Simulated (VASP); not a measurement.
Wanted: the native input for a VASP 6.6.1 run.

| Quantity | Value |
| --- | --- |
| Task | single point |
| Functional | PBE |
| Potentials or basis | VASP PAW PBE potentials, release 64 (Al, Cu) |
| Cutoff | 520 eV |
| k mesh | 1 × 1 × 1, shifted |
| Occupations | fermi-dirac, width 0.1017 eV |
| Spin | no spin polarisation |
| Dipole correction | no |
| Further INCAR settings | LREAL = Auto; ALGO = Normal; EDIFF = 1e-06; NBANDS = 98; ISYM = 0 |

The structure of Al13Cu11 lies in POSCAR:

```
Al13Cu11
1.0
    7.1452280000      0.0272100000     -0.2795910000
    0.0272100000      7.0459230000      0.0416720000
   -0.2795910000      0.0416720000      7.0313830000
Al Cu
13 11
Direct
    0.1591089867      0.6632732545      0.1116904765
    0.5586061432      0.4480838004      0.2509687926
    0.3975733871      0.9894882769      0.7292383284
    0.6434043764      0.7748270325      0.4704443608
    0.0854895048      0.1928368771      0.6284325854
    0.6709063439      0.3675283657      0.8961670462
    0.3053806847      0.2365385371     -0.0089923053
    0.9137988167      0.5320957183      0.4851236851
    0.7553473882      0.1316735018      0.3125034198
    0.2508187771      0.6931671555      0.4764546336
    0.4435017850      0.1741608151      0.4742902610
    0.9009407395      0.0779388283      0.9562636618
    0.5450760430     -0.0384944516      0.0343257502
    0.9725240268      0.9040916072      0.5014583418
    0.4112357555      0.6189450393      0.9106399322
    0.1084683993      0.8588168593      0.8157303011
    0.1353944465      0.0841983273      0.2859470685
    0.5382016911      0.4732340497      0.5845377417
    0.7059778489      0.0382162508      0.6720479463
    0.0082191399      0.4558866294      0.8213973396
    0.9195805285      0.3933379769      0.1489757078
    0.7681798338      0.6656865144      0.8111898725
    0.2082630160      0.4331233988      0.3317346455
    0.8059817675      0.7895931278      0.1651674107
```

The input as run:

INCAR

```
PREC = Accurate
ENCUT = 520
EDIFF = 1E-6
ISMEAR = -1
SIGMA = 0.1017
LREAL = Auto
LASPH = True
NELM = 60
ALGO = Normal
ISIF = 2
LWAVE = False
LCHARG = True
GGA = PE
LELF = True
LVHAR = True
ISYM = 0
NBANDS = 98
```

KPOINTS

```
Automatic mesh
0
Gamma
  1 1 1
  0.25 0.25 0.25
```

Potentials or basis: VASP PAW PBE potentials, release 64 (Al, Cu).

Command:

```console
$ cat potpaw_PBE.64/Al/POTCAR potpaw_PBE.64/Cu/POTCAR > POTCAR
$ mpirun -np 1 vasp_std > vasp.out
```

It gave:

The pressure is 6.9 GPa and the largest force is 3.520 eV/Å. The band gap on the k mesh is 0.33 eV.

Caveat: the k points lie up to 0.90 Å⁻¹ apart.

It took 110 s on 1 thread of Intel(R) Xeon(R) Platinum 8488C (Sapphire Rapids), with other jobs on the host, peak memory 0.37 GiB.
